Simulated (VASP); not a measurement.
# H3C2N (Cmc2_1) in VASP: single point with PBE+D3(BJ)

Aim: the single point of H3C2N with PBE+D3(BJ).

Everything below comes from runs of VASP 6.6.1. Logs are shortened: lines on timing, memory, paths and dates and some standing lists are left out, and cuts for length are marked.

## (1) The cell of the first run

It takes space group Cmc2_1 (No. 36, orthorhombic). The conventional cell has a = 5.959 Å, b = 5.204 Å, c = 7.737 Å, α = 90.00°, β = 90.00°, γ = 90.00°. Within 1.5 Å of H (site symmetry m) lie 1 C at 1.10 Å. H (site symmetry 1) has 1 C at 1.10 Å within 1.5 Å. Within 1.5 Å of C (site symmetry m) lie 3 H at 1.10 Å and 1 C at 1.44 Å. C (site symmetry m) has 1 N at 1.16 Å and 1 C at 1.44 Å within 1.6 Å. N (site symmetry m) has 1 C at 1.16 Å within 1.6 Å.

## (2) Single point, PBE+D3(BJ)

Input file INCAR:

```
ALGO = Normal
EDIFF = 1E-7
ENCUT = 520
GGA = PE
ISIF = 2
ISMEAR = 0
IVDW = 12
LASPH = True
LCHARG = False
LREAL = False
LWAVE = False
NBANDS = 28
NELM = 100
PREC = Accurate
SIGMA = 0.01
```

Input file KPOINTS:

```
k-points
0
Gamma
  6 6 4
```

Input file POSCAR:

```
H3C2N
1.0
    2.9795957046     -2.6018705692      0.0000000000
    2.9795957046      2.6018705692      0.0000000000
    0.0000000000      0.0000000000      7.7371074307
H C N
6 4 2
Direct
    0.1176577862      0.8823422138      0.0567445153
    0.8823422138      0.1176577862      0.5567445153
    0.0720908231      0.2274038416      0.2083567423
    0.9279091769      0.7725961584      0.7083567423
    0.7725961584      0.9279091769      0.2083567423
    0.2274038416      0.0720908231      0.7083567423
    0.9336799532      0.0663200468      0.1261836936
    0.0663200468      0.9336799532      0.6261836936
    0.7236645390      0.2763354610      0.0040065488
    0.2763354610      0.7236645390      0.5040065488
    0.5552166859      0.4447833141      0.9052517578
    0.4447833141      0.5552166859      0.4052517578
```

Potentials or basis: VASP PAW PBE potentials, release 64 (H, C, N).

Run with:

```
$ cat potpaw_PBE.64/H/POTCAR potpaw_PBE.64/C/POTCAR potpaw_PBE.64/N/POTCAR > POTCAR
$ mpirun -np 1 vasp_std > vasp.out
```

OUTCAR:

```text
EDIFF = 1E-7
   ENCUT = 520
   GGA = PE
   ISIF = 2
   ISMEAR = 0
   IVDW = 12
   LASPH = True
   LREAL = False
   NELM = 100
   PREC = Accurate
 IVDW          = 12

 ion  position               nearest neighbor table
   1  0.118  0.882  0.057-   7 1.10
   2  0.882  0.118  0.557-   8 1.10
   3  0.072  0.227  0.208-   7 1.10
   4  0.928  0.773  0.708-   8 1.10
   5  0.773  0.928  0.208-   7 1.10
   6  0.227  0.072  0.708-   8 1.10
   7  0.934  0.066  0.126-   3 1.10   5 1.10   1 1.10   9 1.44
   8  0.066  0.934  0.626-   4 1.10   6 1.10   2 1.10  10 1.44
   9  0.724  0.276  0.004-  11 1.16   7 1.44
  10  0.276  0.724  0.504-  12 1.16   8 1.44
  11  0.555  0.445  0.905-   9 1.16
  12  0.445  0.555  0.405-  10 1.16

  LATTYP: Found a base centered orthorhombic cell.
 ALAT       =     5.2037411384
 B/A-ratio  =     1.1451744525
 C/A-ratio  =     1.4868355717

  Lattice vectors:

 A1 = (  -2.9795957046,  -2.6018705692,   0.0000000000)
 A2 = (   2.9795957046,  -2.6018705692,   0.0000000000)
 A3 = (   0.0000000000,   0.0000000000,   7.7371074307)

Analysis of symmetry for initial positions (statically):
=====================================================================
 Subroutine PRICEL returns:
 Original cell was already a primitive cell.

 Routine SETGRP: Setting up the symmetry group for a
 base centered orthorhombic supercell.

 Subroutine GETGRP returns: Found  4 space group operations
 (whereof  2 operations were pure point group operations)
 out of a pool of  8 trial point group operations.

The static configuration has the point symmetry C_1h.
 The point group associated with its full space group is C_2v.

Analysis of symmetry for dynamics (positions and initial velocities):
=====================================================================
 Subroutine PRICEL returns:
 Original cell was already a primitive cell.

 Routine SETGRP: Setting up the symmetry group for a
 base centered orthorhombic supercell.

 Subroutine GETGRP returns: Found  4 space group operations
 (whereof  2 operations were pure point group operations)
 out of a pool of  8 trial point group operations.

The dynamic configuration has the point symmetry C_1h.
 The point group associated with its full space group is C_2v.

 Subroutine INISYM returns: Found  4 space group operations
 (whereof  2 operations are pure point group operations),
 and found     1 'primitive' translations

----------------------------------------------------------------------------------------

                                     Primitive cell

  volume of cell :     119.9642

  direct lattice vectors                    reciprocal lattice vectors
     2.979595705 -2.601870569  0.000000000     0.167808001 -0.192169436  0.000000000
     2.979595705  2.601870569  0.000000000     0.167808001  0.192169436  0.000000000
     0.000000000  0.000000000  7.737107431     0.000000000  0.000000000  0.129247268

  length of vectors
     3.955720038  3.955720038  7.737107431     0.255124710  0.255124710  0.129247268

  position of ions in fractional coordinates (direct lattice)
     0.117657786  0.882342214  0.056744515
     0.882342214  0.117657786  0.556744515
     0.072090823  0.227403842  0.208356742
     0.927909177  0.772596158  0.708356742
     0.772596158  0.927909177  0.208356742
     0.227403842  0.072090823  0.708356742
     0.933679953  0.066320047  0.126183694
     0.066320047  0.933679953  0.626183694
     0.723664539  0.276335461  0.004006549
     0.276335461  0.723664539  0.504006549
     0.555216686  0.444783314  0.905251758
     0.444783314  0.555216686  0.405251758

  ion indices of the primitive-cell ions
   primitive index   ion index
                 1           1
                 2           2
                 3           3
                 4           4
                 5           5
                 6           6
                 7           7
                 8           8
                 9           9
                10          10
                11          11
                12          12

----------------------------------------------------------------------------------------

 KPOINTS: k-points

Automatic generation of k-mesh.
 Grid dimensions read from file:
 generate k-points for:    6    6    4

 Generating k-lattice:

  Cartesian coordinates                     Fractional coordinates (reciprocal lattice)
     0.027968000 -0.032028239  0.000000000     0.166666667  0.000000000  0.000000000
     0.027968000  0.032028239  0.000000000     0.000000000  0.166666667  0.000000000
     0.000000000  0.000000000  0.032311817     0.000000000  0.000000000  0.250000000

  Length of vectors
     0.042520785  0.042520785  0.032311817

  Shift w.r.t. Gamma in fractional coordinates (k-lattice)
     0.000000000  0.000000000  0.000000000

 Subroutine IBZKPT returns following result:
 ===========================================

 Found     39 irreducible k-points:

 Following reciprocal coordinates:
            Coordinates               Weight
  0.000000  0.000000  0.000000      1.000000
  0.166667  0.000000  0.000000      4.000000
  0.333333 -0.000000  0.000000      4.000000
  0.500000 -0.000000  0.000000      2.000000
  0.166667  0.166667  0.000000      2.000000
  0.333333  0.166667  0.000000      4.000000
[... 16 lines left out ...]
  0.333333  0.333333  0.250000      4.000000
  0.500000  0.333333  0.250000      8.000000
 [... further k-points ...]
   k-points           NKPTS =     39   k-points in BZ     NKDIM =     39   number of bands    NBANDS=     28
   number of dos      NEDOS =    301   number of ions     NIONS =     12
   total plane-waves  NPLWV =  54000
   dimension x,y,z NGX =    30 NGY =   30 NGZ =   60
   dimension x,y,z NGXF=    60 NGYF=   60 NGZF=  120
   ions per type =               6   4   2
   NGX,Y,Z   is equivalent  to a cutoff of  12.61, 12.61, 12.89 a.u.
   NGXF,Y,Z  is equivalent  to a cutoff of  25.22, 25.22, 25.78 a.u.
 SYSTEM =  unknown system
   PREC   = accura    normal or accurate (medium, high low for compatibility)
   ISTART =      0    job   : 0-new  1-cont  2-samecut
   ICHARG =      2    charge: 1-file 2-atom 10-const
   ISPIN  =      1    spin polarized calculation?
   LNONCOLLINEAR =      F non collinear calculations
   LSORBIT =      F    spin-orbit coupling
   LASPH  =      T    aspherical Exc in radial PAW
   ENCUT  =  520.0 eV  38.22 Ry    6.18 a.u.   7.36  7.36 14.39*2*pi/ulx,y,z
   NELM   =    100;   NELMIN=  2; NELMDL= -5     # of ELM steps
   EDIFF  = 0.1E-06   stopping-criterion for ELM
   LREAL  =      F    real-space projection
   EDIFFG = 0.1E-05   stopping-criterion for IOM
   NSW    =      0    number of steps for IOM
   IBRION =     -1    ionic relax: 0-MD 1-quasi-New 2-CG
   NFREE  =      0    steps in history (QN), initial steepest desc. (CG)
   ISIF   =      2    stress and relaxation
   ISYM   =      2    0-nonsym 1-usesym 2-fastsym
   POTIM  = 0.5000    time-step for ionic-motion
   TEBEG  =    0.0;   TEEND  =   0.0 temperature during run
   PSTRESS=    0.0 pullay stress
   NELECT =      32.0000    total number of electrons
   NUPDOWN=      -1.0000    fix difference up-down
   EMIN   =  10.00;   EMAX   =-10.00  energy-range for DOS
   EFERMI =   0.00;   METHOD = LEGACY
   ISMEAR =     0;   SIGMA  =   0.01  broadening in eV -4-tet -1-fermi 0-gaus
   EFERMI_NEDOS =   21; number of points for ismear=-14 and -15
   IALGO  =     38    algorithm
   IMIX   =      4    mixing-type and parameters
     AMIX     =   0.40;   BMIX     =  1.00
     AMIX_MAG =   1.60;   BMIX_MAG =  1.00
  volume/ion in A,a.u.               =      10.00        67.46
  Fermi-wavevector in a.u.,A,eV,Ry     =   1.053839  1.991467 15.110313  1.110577
  Thomas-Fermi vector in A             =   2.188976
   LORBIT       =      0    0 simple, 1 ext, 2 COOP (PROOUT), +10 PAW based schemes
   GGA     = PE    functional components
   LHFCALC =     F    Hartree Fock is set to
   AEXX    =    0.0000 exact exchange contribution
   IVDW    =    12    specifies the selected vdW correction
   LEPSILON=     F    determine dielectric tensor
   LRPA    =     F    only Hartree local field effects (RPA)
 non-spin polarized calculation
 Gauss-broadening in eV      SIGMA  =   0.01
  energy-cutoff  :      520.00
  volume of cell :      119.96
 maximum number of plane-waves:      3275
 NGX is ok and might be reduce to    30
   NGX = 15   NGY = 15   NGZ = 29

 number of electron      32.0000004 magnetization

 Free energy of the ion-electron system (eV)
  ---------------------------------------------------
  ext. energy  EPLUGINS =         0.00000000
  ---------------------------------------------------
  free energy    TOTEN  =       -73.88278883 eV

  energy without entropy =      -73.88278883  energy(sigma->0) =      -73.88278883

 E-fermi :  -3.1380     XC(G=0):  -7.8649

 val. band max:       -3.2334720967   @ k =   0.5000   0.5000   0.0000
 cond. band min:       3.2059087376   @ k =   0.0000   0.0000   0.0000
 fundamental gap:      6.4393808343
 Fermi energy:        -3.1380441615

 k-point     1 :       0.0000    0.0000    0.0000
  band No.  band energies     occupation
      1     -18.3974      2.00000
      2     -18.3075      2.00000
      3     -14.5655      2.00000
      4     -14.5228      2.00000
      5      -7.9627      2.00000
      6      -7.9005      2.00000
[... 20 lines left out ...]
     27       9.5630      0.00000
     28       9.6432      0.00000

 k-point     2 :       0.1667    0.0000    0.0000
  band No.  band energies     occupation
      1     -18.3731      2.00000
      2     -18.2947      2.00000
      3     -14.5631      2.00000
      4     -14.5062      2.00000
      5      -8.0318      2.00000
      6      -7.8609      2.00000
[... 20 lines left out ...]
     27       9.4251      0.00000
     28       9.6509      0.00000

 k-point     3 :       0.3333   -0.0000    0.0000
  band No.  band energies     occupation
      1     -18.3207      2.00000
      2     -18.2720      2.00000
      3     -14.5666      2.00000
      4     -14.4658      2.00000
      5      -8.0710      2.00000
      6      -7.8855      2.00000
[... 20 lines left out ...]
     27       9.3083      0.00000
     28       9.5568      0.00000

 k-point     4 :       0.5000   -0.0000    0.0000
  band No.  band energies     occupation
      1     -18.2889      2.00000
      2     -18.2656      2.00000
      3     -14.5702      2.00000
      4     -14.4440      2.00000
      5      -8.0031      2.00000
      6      -7.9908      2.00000
[... 578 lines left out ...]
     27       9.0700      0.00000
     28       9.8061      0.00000

 k-point    23 :       0.3333    0.3333    0.2500
  band No.  band energies     occupation
      1     -18.2763      2.00000
      2     -18.2441      2.00000
      3     -14.4619      2.00000
      4     -14.4165      2.00000
      5      -8.0494      2.00000
      6      -8.0217      2.00000
[... 20 lines left out ...]
     27       8.6660      0.00000
     28       9.5652      0.00000

 k-point    24 :       0.5000    0.3333    0.2500
  band No.  band energies     occupation
      1     -18.2528      2.00000
      2     -18.2316      2.00000
      3     -14.4631      2.00000
      4     -14.3910      2.00000
      5      -8.0587      2.00000
      6      -7.9829      2.00000
[... 20 lines left out ...]
     27       9.0338      0.00000
     28       9.4686      0.00000

 [... further k-points ...]

------------------------ aborting loop because EDIFF is reached ----------------------------------------

 Edisp (eV)   -0.80112

 E8    (eV) :    -0.1945

  FORCE on cell =-STRESS in cart. coord.  units (eV):
  Direction    XX          YY          ZZ          XY          YZ          ZX
  --------------------------------------------------------------------------------------
  -------------------------------------------------------------------------------------
  Total      -0.06809     0.43669     0.31627     0.00000     0.00000     0.00000
  in kB      -0.90943     5.83218     4.22394     0.00000     0.00000     0.00000
  external pressure =        3.05 kB  Pullay stress =        0.00 kB

 VOLUME and BASIS-vectors are now :
 -----------------------------------------------------------------------------
  energy-cutoff  :      520.00
  volume of cell :      119.96
      direct lattice vectors                 reciprocal lattice vectors
     2.979595705 -2.601870569  0.000000000     0.167808001 -0.192169436  0.000000000
     2.979595705  2.601870569  0.000000000     0.167808001  0.192169436  0.000000000
     0.000000000  0.000000000  7.737107431     0.000000000  0.000000000  0.129247268

 POSITION                                       TOTAL-FORCE (eV/Angst)
 -----------------------------------------------------------------------------------
      2.97960      1.98961      0.43904         0.000000     -0.024340     -0.013514
      2.97960     -1.98961      4.30759         0.000000      0.024340     -0.013514
      0.89237      0.40410      1.61208         0.023285      0.002477      0.016786
      5.06682     -0.40410      5.48063        -0.023285     -0.002477      0.016786
      5.06682      0.40410      1.61208        -0.023285      0.002477      0.016786
      0.89237     -0.40410      5.48063         0.023285     -0.002477      0.016786
      2.97960     -2.25676      0.97630         0.000000      0.014553     -0.017651
      2.97960      2.25676      4.84485         0.000000     -0.014553     -0.017651
      2.97960     -1.16389      0.03100         0.000000     -0.306896      0.269736
      2.97960      1.16389      3.89955         0.000000      0.306896      0.269736
      2.97960     -0.28733      7.00403         0.000000      0.311433     -0.272142
      2.97960      0.28733      3.13548         0.000000     -0.311433     -0.272142
 -----------------------------------------------------------------------------------
    total drift:                               -0.000000     -0.000000      0.000037

  FREE ENERGIE OF THE ION-ELECTRON SYSTEM (eV)
  ---------------------------------------------------
  free  energy   TOTEN  =       -74.6839116154 eV

  energy  without entropy=      -74.6839116154  energy(sigma->0) =      -74.68391162
```

It took 65 s on 1 thread of Intel Xeon 6975P-C (Granite Rapids), shared host; peak memory 0.28 GiB.

What came out:

- Free energy: -74.6839 eV
- Pressure: 0.3 GPa
- Largest force: 0.414 eV/Å
- Band gap on the k mesh: 6.44 eV (least direct gap 6.66 eV)
- Dispersion energy per atom: -0.067 eV

Forces on the atoms (eV/Å):
```
H    0.000 -0.024 -0.014
H    0.000  0.024 -0.014
H    0.023  0.002  0.017
H   -0.023 -0.002  0.017
H   -0.023  0.002  0.017
H    0.023 -0.002  0.017
C    0.000  0.015 -0.018
C    0.000 -0.015 -0.018
C    0.000 -0.307  0.270
C    0.000  0.307  0.270
N    0.000  0.311 -0.272
N    0.000 -0.311 -0.272
```

A k mesh can miss the band edges. PBE gaps usually lie below the measured ones, often by a third to a half.
